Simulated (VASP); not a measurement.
# TaN in VASP: notebook

The runs below take TaN through electric field gradients, with PBEsol.

All numbers are computed with VASP 6.6.1; they aren't measurements. Logs are shortened: lines on timing, memory, paths and dates and some standing lists are left out, and cuts for length are marked.

### Step 1. The cell of the first run

Symmetry: P-6m2, No. 187, hexagonal system. The conventional cell has a = 2.850 Å, b = 2.850 Å, c = 2.883 Å, α = 90.00°, β = 90.00°, γ = 120.00°. Within 2.9 Å of Ta (site symmetry -6m2) lie 6 N at 2.19 Å and 8 Ta at 2.85 to 2.88 Å. Within 2.9 Å of N (site symmetry -6m2) lie 6 Ta at 2.19 Å and 8 N at 2.85 to 2.88 Å.

### Step 2. Electric field gradients, PBEsol (equal xx and yy strain of -3 %)

File INCAR:

```
  PREC = Accurate
  ENCUT = 520
  EDIFF = 1E-8
  ISMEAR = -1
  SIGMA = 0.02
  LREAL = F
  LASPH = T
  NELM = 80
  ALGO = Normal
  ISIF = 2
  LWAVE = F
  LCHARG = F
  GGA = PS
  LEFG = T
  NBANDS = 15
```

File KPOINTS:

```
regular mesh
0
Gamma
  12 12 10
```

File POSCAR:

```
TaN
1.0
    2.8498588926      0.0000000000      0.0000000000
   -1.4249294463      2.4680501983      0.0000000000
    0.0000000000      0.0000000000      2.8830000000
Ta N
1 1
Direct
    0.3333333333      0.6666666667      0.5000000000
    0.0000000000      0.0000000000      0.0000000000
```

Potentials or basis: VASP PAW PBE potentials, release 64 (Ta_pv, N).

Started as:

```
cat potpaw_PBE.64/Ta_pv/POTCAR potpaw_PBE.64/N/POTCAR > POTCAR
mpirun -np 1 vasp_std > vasp.out
```

OUTCAR:

```text
PREC = Accurate
   ENCUT = 520
   EDIFF = 1E-8
   ISMEAR = -1
   LREAL = F
   LASPH = T
   NELM = 80
   ISIF = 2
   GGA = PS

 ion  position               nearest neighbor table
   1  0.333  0.667  0.500-   2 2.19   2 2.19   2 2.19   2 2.19   2 2.19   2 2.19
   2  0.000  0.000  0.000-   1 2.19   1 2.19   1 2.19   1 2.19   1 2.19   1 2.19

  LATTYP: Found a hexagonal cell.
 ALAT       =     2.8498588926
 C/A-ratio  =     1.0116290345

  Lattice vectors:

 A1 = (   2.8498588926,   0.0000000000,   0.0000000000)
 A2 = (  -1.4249294463,   2.4680501983,   0.0000000000)
 A3 = (   0.0000000000,   0.0000000000,   2.8830000000)

Analysis of symmetry for initial positions (statically):
=====================================================================
 Subroutine PRICEL returns:
 Original cell was already a primitive cell.

 Routine SETGRP: Setting up the symmetry group for a
 hexagonal supercell.

 Subroutine GETGRP returns: Found 12 space group operations
 (whereof 12 operations were pure point group operations)
 out of a pool of 24 trial point group operations.

The static configuration has the point symmetry D_3h.

Analysis of symmetry for dynamics (positions and initial velocities):
=====================================================================
 Subroutine PRICEL returns:
 Original cell was already a primitive cell.

 Routine SETGRP: Setting up the symmetry group for a
 hexagonal supercell.

 Subroutine GETGRP returns: Found 12 space group operations
 (whereof 12 operations were pure point group operations)
 out of a pool of 24 trial point group operations.

The dynamic configuration has the point symmetry D_3h.

 Subroutine INISYM returns: Found 12 space group operations
 (whereof 12 operations are pure point group operations),
 and found     1 'primitive' translations

----------------------------------------------------------------------------------------

                                     Primitive cell

  volume of cell :      20.2779

  direct lattice vectors                    reciprocal lattice vectors
     2.849858893  0.000000000  0.000000000     0.350894566  0.202589072  0.000000000
    -1.424929446  2.468050198  0.000000000     0.000000000  0.405178145  0.000000000
[... 129 lines left out ...]
  free energy    TOTEN  =       -23.72260074 eV

  energy without entropy =      -23.72251520  energy(sigma->0) =      -23.72255797

 E-fermi :   8.8165     XC(G=0): -13.8456

 val. band max:        8.7011148871   @ k =   0.0000   0.0000   0.4000
 cond. band min:       8.8496751977   @ k =   0.0833   0.0000   0.5000
 fundamental gap:      0.1485603106
 Fermi energy:         8.8164633759

 k-point     1 :       0.0000    0.0000    0.0000
  band No.  band energies     occupation
      1     -25.9623      2.00000
      2     -25.5286      2.00000
      3     -25.5286      2.00000
      4      -9.4352      2.00000
      5       4.1239      2.00000
      6       4.1552      2.00000
      7       4.1552      2.00000
      8       5.5775      2.00000
      9      11.6948      0.00000
     10      12.4372      0.00000
     11      12.4372      0.00000
     12      13.0175      0.00000
     13      13.0175      0.00000
     14      22.0998      0.00000
[... 401 lines left out ...]
      2     -25.8979      2.00000
      3     -25.7539      2.00000
      4      -7.4456      2.00000
      5       0.8749      2.00000
      6       3.2803      2.00000
      7       5.1243      2.00000
      8       5.8146      2.00000
      9      11.5708      0.00000
     10      11.9387      0.00000
     11      13.6007      0.00000
     12      14.1406      0.00000
     13      16.4920      0.00000
     14      22.2580      0.00000
     15      22.6168      0.00000

 [... further k-points ...]
[... 5 lines left out ...]
  --------------------------------------------------------------------------------------
  -------------------------------------------------------------------------------------
  Total        3.2423096      3.2423096      0.8318762      0.0000000      0.0000000      0.0000000
  in kB      256.1787343    256.1787344     65.7275266      0.0000000      0.0000000      0.0000000
  external PRESSURE =     192.6949984 kB  Pullay stress =       0.0000000 kB

 VOLUME and BASIS-vectors are now :
 -----------------------------------------------------------------------------
  energy-cutoff  :      520.00
  volume of cell :       20.28
      direct lattice vectors                 reciprocal lattice vectors
     2.849858893  0.000000000  0.000000000     0.350894566  0.202589072  0.000000000
    -1.424929446  2.468050198  0.000000000     0.000000000  0.405178145  0.000000000
     0.000000000  0.000000000  2.883000000     0.000000000  0.000000000  0.346860909

 POSITION                                       TOTAL-FORCE (eV/Angst)
 -----------------------------------------------------------------------------------
     -0.00000      1.64537      1.44150         0.000000      0.000000      0.000000
      0.00000      0.00000      0.00000        -0.000000      0.000000      0.000000
 -----------------------------------------------------------------------------------
    total drift:                                0.000000     -0.000000     -0.000000

  FREE ENERGIE OF THE ION-ELECTRON SYSTEM (eV)
  ---------------------------------------------------
  free  energy   TOTEN  =       -23.7226007423 eV

  energy  without entropy=      -23.7225152039  energy(sigma->0) =      -23.72255797

 Electric field gradients (V/A^2)
---------------------------------------------------------------------
 ion       V_xx      V_yy      V_zz      V_xy      V_xz      V_yz
---------------------------------------------------------------------
   1     -14.727   -14.727    29.454    -0.000     0.000    -0.000
   2      -2.210    -2.210     4.420     0.000    -0.000    -0.000
---------------------------------------------------------------------

 Electric field gradients after diagonalization (V/A^2)
 (convention: |V_zz| > |V_xx| > |V_yy|)
----------------------------------------------------------------------
 ion       V_xx      V_yy      V_zz     asymmetry (V_yy - V_xx)/ V_zz
----------------------------------------------------------------------
   1     -14.727   -14.727    29.454       0.000
   2      -2.210    -2.210     4.420       0.000
----------------------------------------------------------------------

           NMR quadrupolar parameters

 Cq : quadrupolar parameter    Cq=e*Q*V_zz/h
 eta: asymmetry parameters     (V_yy - V_xx)/ V_zz
 Q  : nuclear electric quadrupole moment in mb (millibarn)
----------------------------------------------------------------------
 ion       Cq(MHz)       eta       Q (mb)
----------------------------------------------------------------------
   1       0.071       0.000       1.000
   2       0.011       0.000       1.000
----------------------------------------------------------------------
```

OSZICAR:

```text
N       E                     dE             d eps       ncg     rms          rms(c)
DAV:   1     0.895731156632E+02    0.89573E+02   -0.87573E+03  3420   0.114E+03
DAV:   2    -0.232863410663E+02   -0.11286E+03   -0.10628E+03  4057   0.309E+02
DAV:   3    -0.260073879462E+02   -0.27210E+01   -0.27070E+01  4064   0.448E+01
DAV:   4    -0.260184281548E+02   -0.11040E-01   -0.11037E-01  4316   0.300E+00
DAV:   5    -0.260184864580E+02   -0.58303E-04   -0.58301E-04  4099   0.205E-01    0.267E+01
DAV:   6    -0.238086866643E+02    0.22098E+01   -0.34192E+00  4372   0.224E+01    0.117E+01
DAV:   7    -0.237564525090E+02    0.52234E-01   -0.56373E-01  3644   0.576E+00    0.767E+00
DAV:   8    -0.237292022271E+02    0.27250E-01   -0.11541E-01  4288   0.289E+00    0.148E+00
DAV:   9    -0.237226912524E+02    0.65110E-02   -0.12957E-02  3889   0.959E-01    0.174E-01
DAV:  10    -0.237226662481E+02    0.25004E-04   -0.10033E-03  4211   0.375E-01    0.754E-02
DAV:  11    -0.237226004562E+02    0.65792E-04   -0.85894E-05  4085   0.104E-01    0.863E-03
DAV:  12    -0.237226008891E+02   -0.43290E-06   -0.10844E-05  3602   0.303E-02    0.483E-03
DAV:  13    -0.237226008446E+02    0.44525E-07   -0.55416E-08  4393   0.210E-03    0.218E-03
DAV:  14    -0.237226007466E+02    0.97970E-07   -0.91537E-09  2725   0.122E-03    0.400E-04
DAV:  15    -0.237226007423E+02    0.43015E-08   -0.11641E-09  1759   0.381E-04
   1 F= -.23722601E+02 E0= -.23722558E+02  d E =-.855384E-04
```

stdout:

```text
POSCAR found type information on POSCAR TaN
 POSCAR found :  2 types and       2 ions
 scaLAPACK will be used
 -----------------------------------------------------------------------------
|                                                                             |
|                                                                             |
|     You enforced a specific xc type in the INCAR file but a different       |
|     I HOPE YOU KNOW WHAT YOU ARE DOING!                                     |
|                                                                             |
 -----------------------------------------------------------------------------

 LDA part: xc-table for (Slater+PW92), standard interpolation
 POSCAR, INCAR and KPOINTS ok, starting setup
 FFT: planning ... GRIDC
 FFT: planning ... GRID_SOFT
 FFT: planning ... GRID
 WAVECAR not read
 entering main loop
ion   1

ion   2
```

It took 26 s on 1 thread of Intel Xeon Platinum 8259CL at 2.50GHz (Skylake/Cascade Lake), shared host; peak memory 0.16 GiB.

What came out:

```
Free energy            : -23.7226 eV
Pressure               : 19.3 GPa
Band gap on the k mesh : zero (band 8 reaches 8.96 eV, above the bottom of band 9 at 8.57 eV)
```

Electric field gradients, principal values (V/Å²):
```csv
atom,least,middle,greatest (by size)
1 Ta,-14.727,-14.727,29.454
2 N,-2.210,-2.210,4.420
```

Caveat: the cell differs from its parent crystal (equal xx and yy strain of -3 %); without QUAD_EFG the Cq values of the log hold for a quadrupole moment of 1 mb, not for the nuclei; the PAW data sets were made with another functional, which shifts forces and pressure a little; spin-orbit coupling is left out, which moves the levels of the heavy elements.

[end of part 1 of 3]
